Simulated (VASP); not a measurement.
# H5C10N in VASP: a series of runs

The runs below take H5C10N through single point, with PBE+D3(BJ).

Program: VASP 6.6.1. These are calculated values, not measurements. Logs are shortened: lines on timing, memory, paths and dates and some standing lists are left out, and cuts for length are marked.

## (1) The cell of the first run

The cell holds a slab with vacuum, 32 atoms: a = 5.049 Å, b = 5.049 Å, c = 17.836 Å, α = 90.00°, β = 90.00°, γ = 90.00°.

## (2) Single point, PBE+D3(BJ)

Contents of INCAR:

```
  PREC = Accurate
  ENCUT = 520
  EDIFF = 1E-7
  ISMEAR = -1
  SIGMA = 0.05
  LREAL = Auto
  LASPH = T
  NELM = 100
  ALGO = Normal
  ISIF = 2
  LWAVE = F
  LCHARG = T
  GGA = PE
  IVDW = 12
  LELF = T
  LVHAR = T
  NBANDS = 72
```

Contents of KPOINTS:

```
regular mesh
0
Gamma
  2 2 1
```

Contents of POSCAR:

```
H5C10N
1.0
    5.0487420000      0.0000000000      0.0000000000
    0.0000000000      5.0487420000      0.0000000000
    0.0000000000      0.0000000000     17.8355610000
H C N
10 20 2
Direct
    0.4277897346      0.0000000000      0.0560677626
    0.0722160095      0.0000000000      0.0560677626
    0.9277954786      0.0000000000      0.0560677626
    0.5722217535      0.0000000000      0.0560677626
    0.4277897346      0.5000057440      0.0560677626
    0.0722160095      0.5000057440      0.0560677626
    0.9277954786      0.5000057440      0.0560677626
    0.5722217535      0.5000057440      0.0560677626
    0.2487352295      0.5092555730      0.3557219198
    0.7506028234      0.5073937230      0.3559517976
    0.2500028720      0.0000000000      0.0916539715
    0.7500086160      0.0000000000      0.0916539715
    0.2500028720      0.5000057440      0.0916539715
    0.7500086160      0.5000057440      0.0916539715
    0.2500028720      0.2500028720      0.1416944496
    0.7500086160      0.2500028720      0.1416944496
    0.2500028720      0.7500086160      0.1416944496
    0.7500086160      0.7500086160      0.1416944496
   -0.0000594207      0.2624218073      0.1857076433
    0.4998670956      0.2638280982      0.1844349051
   -0.0000396138      0.7701720547      0.1981715069
    0.4999661302      0.7713208558      0.1976781106
    0.0002178761      0.0145976958      0.2519965590
    0.4998472887      0.0189750239      0.2493894080
   -0.0000594207      0.4806741957      0.2405587354
    0.4998869025      0.4816645414      0.2402447560
    0.2522806671      0.0641545953      0.2874818460
    0.7478298554      0.0644715060      0.2870052700
    0.2504782379      0.4066557570      0.3003493975
    0.7493549878      0.4063982671      0.3003045433
    0.5376983019      0.2455463163      0.4875091958
    0.3971088243      0.4140833499      0.4923198098
```

Potentials or basis: VASP PAW PBE potentials, release 64 (H, C, N).

Command:

```
cat potpaw_PBE.64/H/POTCAR potpaw_PBE.64/C/POTCAR potpaw_PBE.64/N/POTCAR > POTCAR
mpirun -np 1 vasp_std > vasp.out
```

OUTCAR:

```text
PREC = Accurate
   ENCUT = 520
   EDIFF = 1E-7
   ISMEAR = -1
   LREAL = Auto
   LASPH = T
   NELM = 100
   ISIF = 2
   GGA = PE
   IVDW = 12
 IVDW          = 12

 ion  position               nearest neighbor table
   1  0.428  0.000  0.056-   4 0.73  11 1.10
   2  0.072  0.000  0.056-   3 0.73  11 1.10
   3  0.928  0.000  0.056-   2 0.73  12 1.10
   4  0.572  0.000  0.056-   1 0.73  12 1.10
   5  0.428  0.500  0.056-   8 0.73  13 1.10
   6  0.072  0.500  0.056-   7 0.73  13 1.10
   7  0.928  0.500  0.056-   6 0.73  14 1.10
   8  0.572  0.500  0.056-   5 0.73  14 1.10
   9  0.249  0.509  0.356-  29 1.12
  10  0.751  0.507  0.356-  30 1.12
  11  0.250  0.000  0.092-   2 1.10   1 1.10  17 1.55  15 1.55
  12  0.750  0.000  0.092-   4 1.10   3 1.10  18 1.55  16 1.55
  13  0.250  0.500  0.092-   6 1.10   5 1.10  15 1.55  17 1.55
  14  0.750  0.500  0.092-   8 1.10   7 1.10  16 1.55  18 1.55
  15  0.250  0.250  0.142-  20 1.48  19 1.49  13 1.55  11 1.55
  16  0.750  0.250  0.142-  20 1.48  19 1.49  14 1.55  12 1.55
[... 8 lines left out ...]
  25  1.000  0.481  0.241-  19 1.47  21 1.65  30 1.70  29 1.70
  26  0.500  0.482  0.240-  20 1.48  22 1.65  29 1.70  30 1.70
  27  0.252  0.064  0.287-  24 1.44  23 1.44  29 1.74
  28  0.748  0.064  0.287-  24 1.44  23 1.44  30 1.74
  29  0.250  0.407  0.300-   9 1.12  25 1.70  26 1.70  27 1.74
  30  0.749  0.406  0.300-  10 1.12  25 1.70  26 1.70  28 1.74
  31  0.538  0.246  0.488-  32 1.11
  32  0.397  0.414  0.492-  31 1.11

  LATTYP: Found a simple tetragonal cell.
 ALAT       =     5.0487420000
 C/A-ratio  =     3.5326742781

  Lattice vectors:

 A1 = (   5.0487420000,   0.0000000000,   0.0000000000)
 A2 = (   0.0000000000,   5.0487420000,   0.0000000000)
 A3 = (   0.0000000000,   0.0000000000,  17.8355610000)

Analysis of symmetry for initial positions (statically):
=====================================================================
 Subroutine PRICEL returns:
 Original cell was already a primitive cell.

 Routine SETGRP: Setting up the symmetry group for a
 simple tetragonal supercell.

 Subroutine GETGRP returns: Found  1 space group operations
 (whereof  1 operations were pure point group operations)
 out of a pool of 16 trial point group operations.

The static configuration has the point symmetry C_1 .

Analysis of symmetry for dynamics (positions and initial velocities):
=====================================================================
[... 152 lines left out ...]
   NSW    =      0    number of steps for IOM
   IBRION =     -1    ionic relax: 0-MD 1-quasi-New 2-CG
   NFREE  =      0    steps in history (QN), initial steepest desc. (CG)
   ISIF   =      2    stress and relaxation
   ISYM   =      2    0-nonsym 1-usesym 2-fastsym
   POTIM  = 0.5000    time-step for ionic-motion
   TEBEG  =    0.0;   TEEND  =   0.0 temperature during run
   PSTRESS=    0.0 pullay stress
   NELECT =     100.0000    total number of electrons
   NUPDOWN=      -1.0000    fix difference up-down
   EMIN   =  10.00;   EMAX   =-10.00  energy-range for DOS
   EFERMI =   0.00;   METHOD = LEGACY
   ISMEAR =    -1;   SIGMA  =   0.05  broadening in eV -4-tet -1-fermi 0-gaus
   EFERMI_NEDOS =   21; number of points for ismear=-14 and -15
   IALGO  =     38    algorithm
   IMIX   =      4    mixing-type and parameters
     AMIX     =   0.40;   BMIX     =  1.00
     AMIX_MAG =   1.60;   BMIX_MAG =  1.00
  volume/ion in A,a.u.               =      14.21        95.87
  Fermi-wavevector in a.u.,A,eV,Ry     =   0.988228  1.867480 13.287374  0.976594
  Thomas-Fermi vector in A             =   2.119739
   LORBIT       =      0    0 simple, 1 ext, 2 COOP (PROOUT), +10 PAW based schemes
   GGA     = PE    functional components
   LHFCALC =     F    Hartree Fock is set to
   AEXX    =    0.0000 exact exchange contribution
   IVDW    =    12    specifies the selected vdW correction
   LEPSILON=     F    determine dielectric tensor
   LRPA    =     F    only Hartree local field effects (RPA)
 non-spin polarized calculation
  energy-cutoff  :      520.00
  volume of cell :      454.62
 maximum number of plane-waves:     12271
 NGX is ok and might be reduce to    40
   NGX = 19   NGY = 19   NGZ = 67

 number of electron     100.0000011 magnetization

 Free energy of the ion-electron system (eV)
  ---------------------------------------------------
  ext. energy  EPLUGINS =         0.00000000
  ---------------------------------------------------
  free energy    TOTEN  =      -211.78006739 eV

  energy without entropy =     -211.68375325  energy(sigma->0) =     -211.73191032

 E-fermi :   0.9878     XC(G=0):  -5.5808

 val. band max:        0.9151755428   @ k =   0.0000   0.5000   0.0000
 cond. band min:       0.9879444576   @ k =   0.5000   0.5000   0.0000
 fundamental gap:      0.0727689147
 Fermi energy:         0.9878151833

 k-point     1 :       0.0000    0.0000    0.0000
  band No.  band energies     occupation
      1     -23.5095      2.00000
      2     -20.3385      2.00000
      3     -17.9619      2.00000
      4     -16.1717      2.00000
      5     -16.0645      2.00000
      6     -15.9769      2.00000
[... 249 lines left out ...]
     61       5.5680      0.00000
     62       5.9413      0.00000
 [bands above 62 left out]

------------------------ aborting loop because EDIFF is reached ----------------------------------------

 Edisp (eV)   -3.31671

 E8    (eV) :    -0.9419

  FORCE on cell =-STRESS in cart. coord.  units (eV):
  Direction    XX          YY          ZZ          XY          YZ          ZX
  --------------------------------------------------------------------------------------
  -------------------------------------------------------------------------------------
  Total      70.11865   -10.56900   -22.58128    -0.17499     2.90873     0.03893
  in kB     247.11040   -37.24701   -79.58038    -0.61669    10.25086     0.13719
  external pressure =       43.43 kB  Pullay stress =        0.00 kB

 VOLUME and BASIS-vectors are now :
 -----------------------------------------------------------------------------
  energy-cutoff  :      520.00
  volume of cell :      454.62
      direct lattice vectors                 reciprocal lattice vectors
     5.048742000  0.000000000  0.000000000     0.198069143  0.000000000  0.000000000
     0.000000000  5.048742000  0.000000000     0.000000000  0.198069143  0.000000000
     0.000000000  0.000000000 17.835561000     0.000000000  0.000000000  0.056067763

 POSITION                                       TOTAL-FORCE (eV/Angst)
 -----------------------------------------------------------------------------------
      2.15980      0.00000      1.00000        -8.897936      0.012513      0.033046
      0.36460      0.00000      1.00000         8.906573      0.010831      0.023593
      4.68420      0.00000      1.00000        -8.905595      0.010418      0.023264
      2.88900      0.00000      1.00000         8.898594      0.012858      0.032880
      2.15980      2.52440      1.00000        -8.803683      0.034860      0.031757
      0.36460      2.52440      1.00000         8.867082      0.073696      0.007027
[... 24 lines left out ...]
      2.71470      1.23970      8.69500         0.224022     -0.297426      0.001601
      2.00490      2.09060      8.78080        -0.216561      0.251343      0.036609
 -----------------------------------------------------------------------------------
    total drift:                               -0.003627      0.014360      0.096669

  FREE ENERGIE OF THE ION-ELECTRON SYSTEM (eV)
  ---------------------------------------------------
  free  energy   TOTEN  =      -215.0967735281 eV

  energy  without entropy=     -215.0004593892  energy(sigma->0) =     -215.04861646
```

Run time: 5.4 min. Hardware: 1 thread of Intel Xeon Platinum 8375C at 2.90GHz (Ice Lake), shared host; peak memory 0.54 GiB.

Results:

```yaml
Free_energy: -215.0968 eV
Largest_force: 8.907 eV/Å
Band_gap_on_the_k_mesh: 0.02 eV, indirect (least direct gap 0.09 eV)
Dispersion_energy_per_atom: -0.104 eV
```

Forces in eV/Å, atoms in the order of the input:
```
H   -8.898  0.013  0.033
H    8.907  0.011  0.024
H   -8.906  0.010  0.023
H    8.899  0.013  0.033
H   -8.804  0.035  0.032
H    8.867  0.074  0.007
H   -8.866  0.075  0.008
H    8.803  0.034  0.034
H    0.030 -0.379 -0.821
H   -0.024 -0.372 -0.836
C   -0.049 -0.293  0.833
C    0.047 -0.292  0.832
C   -0.178  0.525  1.282
C    0.180  0.525  1.285
C   -0.101 -0.271 -3.261
C    0.064 -0.271 -3.253
C    0.005  1.779  1.286
C   -0.012  1.788  1.291
C    0.003 -0.487  2.643
C    0.034 -0.685  3.260
C    0.019 -3.838 -0.715
C   -0.012 -3.855 -0.729
C   -0.004 -2.435 -2.827
C    0.002 -2.150 -3.167
C    0.010  1.641  4.909
C   -0.005  1.591  4.695
C   -0.297  3.942  1.545
C    0.288  3.987  1.593
C   -0.023 -0.330 -5.054
C    0.013 -0.337 -5.022
N    0.224 -0.297  0.002
N   -0.217  0.251  0.037
```

Caveat: the k points lie up to 0.62 Å⁻¹ apart; the standard files for N, O and F lose accuracy on very short bonds.

## (3) Single point, PBE+D3(BJ)

Contents of INCAR:

```
ALGO = Normal
EDIFF = 1E-6
ENCUT = 520
GGA = PE
ISIF = 2
ISMEAR = -1
IVDW = 12
LASPH = True
LCHARG = False
LREAL = Auto
LWAVE = False
NBANDS = 72
NELM = 80
PREC = Accurate
SIGMA = 0.05
```

Contents of KPOINTS:

```
k-points
0
Gamma
  2 2 1
```

Contents of POSCAR:

```
H5C10N
1.0
    5.0487420000      0.0000000000      0.0000000000
    0.0000000000      5.0487420000      0.0000000000
    0.0000000000      0.0000000000     17.8355610000
H C N
10 20 2
Direct
    0.4277897346      0.0000000000      0.0560677626
    0.0722160095      0.0000000000      0.0560677626
    0.9277954786      0.0000000000      0.0560677626
    0.5722217535      0.0000000000      0.0560677626
    0.4277897346      0.5000057440      0.0560677626
    0.0722160095      0.5000057440      0.0560677626
    0.9277954786      0.5000057440      0.0560677626
    0.5722217535      0.5000057440      0.0560677626
    0.2650957407      0.4864776216      0.3442112082
    0.7353514994      0.4895278864      0.3439589032
    0.2500028720      0.0000000000      0.0916539715
    0.7500086160      0.0000000000      0.0916539715
    0.2500028720      0.5000057440      0.0916539715
    0.7500086160      0.5000057440      0.0916539715
    0.2500028720      0.2500028720      0.1416944496
    0.7500086160      0.2500028720      0.1416944496
    0.2500028720      0.7500086160      0.1416944496
    0.7500086160      0.7500086160      0.1416944496
    0.0001782622      0.2933602074      0.1863804564
    0.4999067094      0.2928254207      0.1881690181
    0.0002178761      0.7325785314      0.1930637337
    0.4998472887      0.7352128510      0.1913929144
    0.0000594207      0.0085565870      0.2401999018
    0.4999265163      0.0308987863      0.2357032672
    0.0000198069      0.4794461670      0.2503762007
    0.5000849717      0.4903003560      0.2469168197
    0.2526966123      0.0852291521      0.2793632339
    0.7469583512      0.0852687660      0.2800640810
    0.2536671511      0.4025359188      0.2858222402
    0.7465027922      0.4023180428      0.2859231622
    0.5829174872      0.2421395270      0.4714569954
    0.4530831641      0.4061407772      0.4744173732
```

Potentials or basis: VASP PAW PBE potentials, release 64 (H, C, N).

Command:

```
cat potpaw_PBE.64/H/POTCAR potpaw_PBE.64/C/POTCAR potpaw_PBE.64/N/POTCAR > POTCAR
mpirun -np 1 vasp_std > vasp.out
```

Run time: 4.9 min. Hardware: 1 thread of Intel Xeon Platinum 8375C at 2.90GHz (Ice Lake), shared host; peak memory 0.54 GiB.

The run converged. Its results:

```yaml
Free_energy: -215.4423 eV
Largest_force: 10.578 eV/Å
Band_gap_on_the_k_mesh: 0.18 eV, indirect (least direct gap 0.30 eV)
Dispersion_energy_per_atom: -0.105 eV
```

Forces in eV/Å, atoms in the order of the input:
```
H   -8.984  0.015  0.179
H    9.006  0.026  0.160
H   -9.008  0.026  0.159
H    8.986  0.015  0.177
H   -8.839  0.026  0.012
H    8.988  0.061 -0.032
H   -8.990  0.062 -0.035
H    8.841  0.025  0.010
H   -0.251 -0.538 -0.426
H    0.247 -0.580 -0.438
C   -0.063 -0.034  1.699
C    0.063 -0.034  1.701
C   -0.249  0.273 -0.333
C    0.251  0.269 -0.330
C    0.154  3.032 -2.585
C   -0.141  3.022 -2.571
C   -0.043 -1.735 -0.314
C    0.047 -1.734 -0.302
C   -0.042 -6.053 -0.001
C    0.040 -6.573 -2.880
C   -0.058  3.900  2.175
C    0.056  4.500  2.083
C   -0.043 -1.024  2.305
C    0.031 -2.429  1.451
C    0.003  2.333 -4.784
C    0.003  1.333 -3.314
C   -0.250  0.477 -0.853
C    0.274  0.407 -0.954
C   -0.363  0.436  3.985
C    0.334  0.563  3.946
N    6.533 -8.307 -0.460
N   -6.535  8.237  0.570
```

Levels at points of the mesh, in eV from the valence-band top:
```csv
k point,band 48,band 49,band 50,band 51,band 52,band 53
"(0.00, 0.00, 0.00)",-1.24,-0.61,-0.55,0.31,1.58,2.07
"(0.50, 0.00, 0.00)",-2.54,-2.32,-0.02,0.29,2.24,2.32
"(0.00, 0.50, 0.00)",-0.94,-0.63,-0.44,0.18,2.25,2.29
"(0.50, 0.50, 0.00)",-2.90,-2.80,0.00,0.31,2.23,2.58
```

Caveat: the k points lie up to 0.62 Å⁻¹ apart; the standard files for N, O and F lose accuracy on very short bonds.

(Part 1 of 2 ends here.)
